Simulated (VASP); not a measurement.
# TiAl3 (I4/mmm) in VASP: single point with PBE

Aim: the single point of TiAl3 with PBE.

All numbers are computed with VASP 6.6.1; they aren't measurements. Logs are shortened: lines on timing, memory, paths and dates and some standing lists are left out, and cuts for length are marked.

### Step 1. The cell of the first run

It takes space group I4/mmm (No. 139, tetragonal). The conventional cell has a = 3.845 Å, b = 3.845 Å, c = 8.624 Å, α = 90.00°, β = 90.00°, γ = 90.00°. Ti (site symmetry 4/mmm) has 12 Al at 2.72 to 2.89 Å within 3.6 Å. Al (site symmetry 4/mmm) has 4 Ti at 2.72 Å and 8 Al at 2.89 Å within 3.6 Å. Within 3.6 Å of Al (site symmetry -4m2) lie 8 Al at 2.72 to 2.89 Å and 4 Ti at 2.89 Å.

### Step 2. Single point, PBE

Contents of INCAR:

```
PREC = Accurate
ENCUT = 520
EDIFF = 1E-6
ISMEAR = 1
SIGMA = 0.1
LREAL = False
LASPH = True
NELM = 100
ALGO = Normal
ISIF = 2
LWAVE = False
LCHARG = False
GGA = PE
NBANDS = 18
```

Contents of KPOINTS:

```
regular mesh
0
Gamma
  14 14 14
```

Contents of POSCAR:

```
TiAl3
1.0
   -1.9223757216      1.9223757216      4.3118575615
    1.9223757216     -1.9223757216      4.3118575615
    1.9223757216      1.9223757216     -4.3118575615
Ti Al
1 3
Direct
    0.0000000000      0.0000000000      0.0000000000
    0.5000000000      0.5000000000      0.0000000000
    0.7500000000      0.2500000000      0.5000000000
    0.2500000000      0.7500000000      0.5000000000
```

Potentials or basis: VASP PAW PBE potentials, release 64 (Ti_sv, Al).

Started as:

```sh
$ cat potpaw_PBE.64/Ti_sv/POTCAR potpaw_PBE.64/Al/POTCAR > POTCAR
$ mpirun -np 1 vasp_std > vasp.out
```

OUTCAR:

```text
PREC = Accurate
   ENCUT = 520
   EDIFF = 1E-6
   ISMEAR = 1
   LREAL = False
   LASPH = True
   NELM = 100
   ISIF = 2
   GGA = PE

 ion  position               nearest neighbor table
   1  0.000  0.000  0.000-   2 2.72   2 2.72   2 2.72   2 2.72   4 2.89   3 2.89   4 2.89   4 2.89
                             3 2.89   3 2.89   4 2.89   3 2.89
   2  0.500  0.500  0.000-   1 2.72   1 2.72   1 2.72   1 2.72   4 2.89   3 2.89   4 2.89   3 2.89
                             4 2.89   4 2.89   3 2.89   3 2.89
   3  0.750  0.250  0.500-   4 2.72   4 2.72   4 2.72   4 2.72   2 2.89   1 2.89   2 2.89   1 2.89
                             2 2.89   2 2.89   1 2.89   1 2.89
   4  0.250  0.750  0.500-   3 2.72   3 2.72   3 2.72   3 2.72   2 2.89   1 2.89   2 2.89   2 2.89
                             1 2.89   1 2.89   2 2.89   1 2.89

  LATTYP: Found a body centered tetragonal cell.
 ALAT       =     3.8447514432
 C/A-ratio  =     2.2429837794

  Lattice vectors:

 A1 = (  -1.9223757216,   1.9223757216,   4.3118575615)
 A2 = (   1.9223757216,  -1.9223757216,   4.3118575615)
 A3 = (   1.9223757216,   1.9223757216,  -4.3118575615)

Analysis of symmetry for initial positions (statically):
=====================================================================
 Subroutine PRICEL returns:
 Original cell was already a primitive cell.

 Routine SETGRP: Setting up the symmetry group for a
 body centered tetragonal supercell.

 Subroutine GETGRP returns: Found 16 space group operations
 (whereof 16 operations were pure point group operations)
 out of a pool of 16 trial point group operations.

The static configuration has the point symmetry D_4h.

Analysis of symmetry for dynamics (positions and initial velocities):
=====================================================================
 Subroutine PRICEL returns:
 Original cell was already a primitive cell.

 Routine SETGRP: Setting up the symmetry group for a
 body centered tetragonal supercell.

 Subroutine GETGRP returns: Found 16 space group operations
 (whereof 16 operations were pure point group operations)
 out of a pool of 16 trial point group operations.

The dynamic configuration has the point symmetry D_4h.

 Subroutine INISYM returns: Found 16 space group operations
 (whereof 16 operations are pure point group operations),
 and found     1 'primitive' translations

----------------------------------------------------------------------------------------

                                     Primitive cell

  volume of cell :      63.7384

  direct lattice vectors                    reciprocal lattice vectors
    -1.922375722  1.922375722  4.311857562     0.000000000  0.260094837  0.115959304
     1.922375722 -1.922375722  4.311857562     0.260094837  0.000000000  0.115959304
     1.922375722  1.922375722 -4.311857562     0.260094837  0.260094837  0.000000000

  length of vectors
     5.097369171  5.097369171  5.097369171     0.284773391  0.284773391  0.367829646

  position of ions in fractional coordinates (direct lattice)
     0.000000000  0.000000000  0.000000000
     0.500000000  0.500000000  0.000000000
     0.750000000  0.250000000  0.500000000
     0.250000000  0.750000000  0.500000000

  ion indices of the primitive-cell ions
   primitive index   ion index
                 1           1
                 2           2
                 3           3
                 4           4

----------------------------------------------------------------------------------------

 KPOINTS: regular mesh

Automatic generation of k-mesh.
 Grid dimensions read from file:
 generate k-points for:   14   14   14

 Generating k-lattice:

  Cartesian coordinates                     Fractional coordinates (reciprocal lattice)
     0.000000000  0.018578203  0.008282807     0.071428571  0.000000000  0.000000000
     0.018578203  0.000000000  0.008282807     0.000000000  0.071428571  0.000000000
     0.018578203  0.018578203  0.000000000     0.000000000  0.000000000  0.071428571

  Length of vectors
     0.020340957  0.020340957  0.026273546

  Shift w.r.t. Gamma in fractional coordinates (k-lattice)
     0.000000000  0.000000000  0.000000000

 Subroutine IBZKPT returns following result:
 ===========================================

 Found    244 irreducible k-points:

 Following reciprocal coordinates:
            Coordinates               Weight
  0.000000  0.000000  0.000000      1.000000
  0.071429  0.000000 -0.000000      8.000000
  0.142857  0.000000 -0.000000      8.000000
  0.214286  0.000000 -0.000000      8.000000
  0.285714  0.000000 -0.000000      8.000000
  0.357143 -0.000000  0.000000      8.000000
[... 16 lines left out ...]
  0.214286  0.142857  0.000000     16.000000
  0.285714  0.142857 -0.000000     16.000000
 [... further k-points ...]
   k-points           NKPTS =    244   k-points in BZ     NKDIM =    244   number of bands    NBANDS=     18
   number of dos      NEDOS =    301   number of ions     NIONS =      4
   total plane-waves  NPLWV =  64000
   dimension x,y,z NGX =    40 NGY =   40 NGZ =   40
   dimension x,y,z NGXF=    80 NGYF=   80 NGZF=   80
   ions per type =               1   3
   NGX,Y,Z   is equivalent  to a cutoff of  13.05, 13.05, 13.05 a.u.
   NGXF,Y,Z  is equivalent  to a cutoff of  26.09, 26.09, 26.09 a.u.
 SYSTEM =  unknown system
   PREC   = accura    normal or accurate (medium, high low for compatibility)
   ISTART =      0    job   : 0-new  1-cont  2-samecut
   ICHARG =      2    charge: 1-file 2-atom 10-const
   ISPIN  =      1    spin polarized calculation?
   LNONCOLLINEAR =      F non collinear calculations
   LSORBIT =      F    spin-orbit coupling
   LASPH  =      T    aspherical Exc in radial PAW
   ENCUT  =  520.0 eV  38.22 Ry    6.18 a.u.   9.48  9.48  9.48*2*pi/ulx,y,z
   NELM   =    100;   NELMIN=  2; NELMDL= -5     # of ELM steps
   EDIFF  = 0.1E-05   stopping-criterion for ELM
   LREAL  =      F    real-space projection
   EDIFFG = 0.1E-04   stopping-criterion for IOM
   NSW    =      0    number of steps for IOM
   IBRION =     -1    ionic relax: 0-MD 1-quasi-New 2-CG
   NFREE  =      0    steps in history (QN), initial steepest desc. (CG)
   ISIF   =      2    stress and relaxation
   ISYM   =      2    0-nonsym 1-usesym 2-fastsym
   POTIM  = 0.5000    time-step for ionic-motion
   TEBEG  =    0.0;   TEEND  =   0.0 temperature during run
   PSTRESS=    0.0 pullay stress
   NELECT =      21.0000    total number of electrons
   NUPDOWN=      -1.0000    fix difference up-down
   EMIN   =  10.00;   EMAX   =-10.00  energy-range for DOS
   EFERMI =   0.00;   METHOD = LEGACY
   ISMEAR =     1;   SIGMA  =   0.10  broadening in eV -4-tet -1-fermi 0-gaus
   EFERMI_NEDOS =   21; number of points for ismear=-14 and -15
   IALGO  =     38    algorithm
   IMIX   =      4    mixing-type and parameters
     AMIX     =   0.40;   BMIX     =  1.00
     AMIX_MAG =   1.60;   BMIX_MAG =  1.00
  volume/ion in A,a.u.               =      15.93       107.53
  Fermi-wavevector in a.u.,A,eV,Ry     =   1.130701  2.136714 17.394828  1.278484
  Thomas-Fermi vector in A             =   2.267398
   LORBIT       =      0    0 simple, 1 ext, 2 COOP (PROOUT), +10 PAW based schemes
   GGA     = PE    functional components
   LHFCALC =     F    Hartree Fock is set to
   AEXX    =    0.0000 exact exchange contribution
   IVDW    =     0    specifies the selected vdW correction
   LEPSILON=     F    determine dielectric tensor
   LRPA    =     F    only Hartree local field effects (RPA)
 non-spin polarized calculation
 Methfessel and Paxton  Order N= 1 SIGMA  =   0.10
  energy-cutoff  :      520.00
  volume of cell :       63.74
 maximum number of plane-waves:      1746
 NGX is ok and might be reduce to    40
   NGX = 19   NGY = 19   NGZ = 19

 number of electron      21.0000000 magnetization

 Free energy of the ion-electron system (eV)
  ---------------------------------------------------
  ext. energy  EPLUGINS =         0.00000000
  ---------------------------------------------------
  free energy    TOTEN  =       -20.66072975 eV

  energy without entropy =      -20.66055560  energy(sigma->0) =      -20.66067170

 E-fermi :   8.1777     XC(G=0): -10.7185

 val. band max:        8.1720073227   @ k =  -0.2857  -0.4286   0.2143
 cond. band min:       8.1782283420   @ k =  -0.2857   0.5000   0.2857
 fundamental gap:      0.0062210193
 Fermi energy:         8.1776834654

 k-point     1 :       0.0000    0.0000    0.0000
  band No.  band energies     occupation
      1     -48.3299      2.00000
      2     -24.6415      2.00000
      3     -24.6415      2.00000
      4     -24.5649      2.00000
      5      -1.8567      2.00000
      6       5.3133      2.00000
[... 10 lines left out ...]
     17      11.9103      0.00000
     18      11.9103      0.00000

 k-point     2 :       0.0714    0.0000   -0.0000
  band No.  band energies     occupation
      1     -48.3299      2.00000
      2     -24.6427      2.00000
      3     -24.6414      2.00000
      4     -24.5649      2.00000
      5      -1.7937      2.00000
      6       5.0068      2.00000
[... 10 lines left out ...]
     17      11.9295      0.00000
     18      12.2969      0.00000

 k-point     3 :       0.1429    0.0000   -0.0000
  band No.  band energies     occupation
      1     -48.3297      2.00000
      2     -24.6463      2.00000
      3     -24.6411      2.00000
      4     -24.5647      2.00000
      5      -1.6055      2.00000
      6       4.6297      2.00000
[... 10 lines left out ...]
     17      12.0252      0.00000
     18      13.1336      0.00000

 k-point     4 :       0.2143    0.0000   -0.0000
  band No.  band energies     occupation
      1     -48.3295      2.00000
      2     -24.6515      2.00000
      3     -24.6408      2.00000
      4     -24.5644      2.00000
      5      -1.2949      2.00000
      6       4.1975      2.00000
[... 10 lines left out ...]
     17      12.3176      0.00000
     18      13.7753      0.00000

 k-point     5 :       0.2857    0.0000   -0.0000
  band No.  band energies     occupation
      1     -48.3292      2.00000
      2     -24.6572      2.00000
      3     -24.6404      2.00000
      4     -24.5642      2.00000
      5      -0.8668      2.00000
      6       3.5551      2.00000
[... 10 lines left out ...]
     17      12.8321      0.00000
     18      13.6084      0.00000

 k-point     6 :       0.3571   -0.0000    0.0000
  band No.  band energies     occupation
      1     -48.3290      2.00000
      2     -24.6624      2.00000
      3     -24.6400      2.00000
      4     -24.5639      2.00000
      5      -0.3285      2.00000
      6       2.7373      2.00000
[... 10 lines left out ...]
     17      12.9033      0.00000
     18      13.7244      0.00000

 k-point     7 :       0.4286    0.0000   -0.0000
  band No.  band energies     occupation
      1     -48.3288      2.00000
      2     -24.6659      2.00000
      3     -24.6398      2.00000
      4     -24.5638      2.00000
      5       0.3061      2.00000
      6       1.8963      2.00000
[... 10 lines left out ...]
     17      12.6663      0.00000
     18      13.9935      0.00000

 k-point     8 :       0.5000    0.0000   -0.0000
  band No.  band energies     occupation
      1     -48.3287      2.00000
      2     -24.6672      2.00000
      3     -24.6397      2.00000
      4     -24.5637      2.00000
      5       0.8799      2.00000
      6       1.2490      2.00000
[... 10 lines left out ...]
     17      12.6291      0.00000
     18      13.7070      0.00000
[... 229 lines left out ...]
     17      12.4383      0.00000
     18      13.4668      0.00000

 k-point    20 :      -0.1429    0.0714    0.0000
  band No.  band energies     occupation
      1     -48.3297      2.00000
      2     -24.6462      2.00000
      3     -24.6423      2.00000
      4     -24.5645      2.00000
      5      -1.5839      2.00000
      6       5.0407      2.00000
[... 10 lines left out ...]
     17      12.2607      0.00000
     18      13.2100      0.00000

 k-point    21 :      -0.0714    0.0714    0.0000
  band No.  band energies     occupation
      1     -48.3298      2.00000
      2     -24.6427      2.00000
      3     -24.6425      2.00000
      4     -24.5647      2.00000
      5      -1.7513      2.00000
      6       5.4019      2.00000
[... 10 lines left out ...]
     17      12.1050      0.00000
     18      12.4284      0.00000

 k-point    22 :       0.1429    0.1429   -0.0000
  band No.  band energies     occupation
      1     -48.3295      2.00000
      2     -24.6462      2.00000
      3     -24.6456      2.00000
      4     -24.5646      2.00000
      5      -1.2769      2.00000
      6       3.9692      2.00000
[... 10 lines left out ...]
     17      13.0485      0.00000
     18      13.1424      0.00000

 k-point    23 :       0.2143    0.1429    0.0000
  band No.  band energies     occupation
      1     -48.3292      2.00000
      2     -24.6511      2.00000
      3     -24.6455      2.00000
      4     -24.5644      2.00000
      5      -0.9322      2.00000
      6       3.6975      2.00000
[... 10 lines left out ...]
     17      12.7341      0.00000
     18      13.6966      0.00000

 k-point    24 :       0.2857    0.1429   -0.0000
  band No.  band energies     occupation
      1     -48.3290      2.00000
      2     -24.6567      2.00000
      3     -24.6450      2.00000
      4     -24.5641      2.00000
      5      -0.4744      2.00000
      6       3.3081      2.00000
[... 10 lines left out ...]
     17      12.8751      0.00000
     18      13.8999      0.00000

 [... further k-points ...]

------------------------ aborting loop because EDIFF is reached ----------------------------------------

  FORCE on cell =-STRESS in cart. coord.  units (eV):
  Direction    XX          YY          ZZ          XY          YZ          ZX
  --------------------------------------------------------------------------------------
  -------------------------------------------------------------------------------------
  Total       -0.0319365     -0.0319365     -0.0436566      0.0000000      0.0000000      0.0000000
  in kB       -0.8027810     -0.8027810     -1.0973859      0.0000000      0.0000000      0.0000000
  external PRESSURE =      -0.9009827 kB  Pullay stress =       0.0000000 kB

 VOLUME and BASIS-vectors are now :
 -----------------------------------------------------------------------------
  energy-cutoff  :      520.00
  volume of cell :       63.74
      direct lattice vectors                 reciprocal lattice vectors
    -1.922375722  1.922375722  4.311857562     0.000000000  0.260094837  0.115959304
     1.922375722 -1.922375722  4.311857562     0.260094837  0.000000000  0.115959304
     1.922375722  1.922375722 -4.311857562     0.260094837  0.260094837  0.000000000

 POSITION                                       TOTAL-FORCE (eV/Angst)
 -----------------------------------------------------------------------------------
      0.00000      0.00000      0.00000        -0.000000      0.000000      0.000000
      0.00000      0.00000      4.31186        -0.000000      0.000000      0.000000
      0.00000      1.92238      2.15593        -0.000000      0.000000     -0.000000
      1.92238      0.00000      2.15593         0.000000     -0.000000      0.000000
 -----------------------------------------------------------------------------------
    total drift:                               -0.000000     -0.000000     -0.000000

  FREE ENERGIE OF THE ION-ELECTRON SYSTEM (eV)
  ---------------------------------------------------
  free  energy   TOTEN  =       -20.6607297463 eV

  energy  without entropy=      -20.6605555987  energy(sigma->0) =      -20.66067170
```

Run time: 4.3 min. Hardware: 1 thread of AMD EPYC 7R13 (Zen 3), shared host; peak memory 0.4 GiB.

What came out:

* Free energy: -20.6607 eV
* Pressure: -0.1 GPa
* Band gap on the k mesh: zero (an odd number of electrons rules out a gap without spin polarisation)

Levels at points of the mesh, in eV from the Fermi level:
| k point | band 7 | band 8 | band 9 | band 10 | band 11 | band 12 | band 13 | band 14 | band 15 | band 16 |
| --- | --- | --- | --- | --- | --- | --- | --- | --- | --- | --- |
| (0.00, 0.00, 0.00) | -2.62 | -1.38 | -1.21 | -1.21 | 0.82 | 1.71 | 1.71 | 2.23 | 2.35 | 3.70 |
| (0.50, 0.00, 0.00) | -3.58 | -2.97 | -1.05 | -0.26 | 0.50 | 1.77 | 2.06 | 2.67 | 3.14 | 4.41 |
| (0.50, 0.50, 0.00) | -4.36 | -3.73 | -2.70 | -2.20 | -0.98 | 1.73 | 1.91 | 2.66 | 2.77 | 3.11 |
| (0.50, 0.50, 0.50) | -1.97 | -0.93 | -0.93 | -0.23 | 0.70 | 0.70 | 0.93 | 3.04 | 4.61 | 6.02 |
